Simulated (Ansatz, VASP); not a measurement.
# Two plane-wave programs on MgO

```
Mg O
1.0
     0.00000    2.12692    2.03121
     2.12692    0.00000    2.03121
     2.12692    2.12692    0.00000
Mg O
1 1
Direct
  0.00000 0.00000 0.00000
  0.50000 0.50000 0.50000
```

Change from the starting cell: strain -0.0450 x Voigt [0, 0, 1, 0, 0, 0], atoms carried along.

Alike in both runs: task single point; functional PBE; k mesh 10 × 10 × 10; occupations gaussian, width 0.05 eV; no spin polarisation.

```csv
,VASP,Ansatz
version,VASP 6.6.1,Ansatz 0.2.0
potentials or method,"VASP PAW PBE potentials, release 64 (Mg, O), cutoff 520 eV","scalar-relativistic, plane waves, PAW"
valence electrons in the cell,8,16
```

```csv
,VASP,Ansatz,Ansatz less VASP
gap on the k mesh at the Fermi level (eV),4.84,4.86,+0.016
least direct gap on the mesh (eV),4.84,4.86,+0.016
pressure (GPa),7.6,8.3,+0.72
"traceless stress, the component that is largest in VASP (GPa)",7.79,7.73,-0.062
```

VASP's potentials hold 8 valence electrons a cell and Ansatz's 16, so a difference there can come from the potentials and not from the codes.
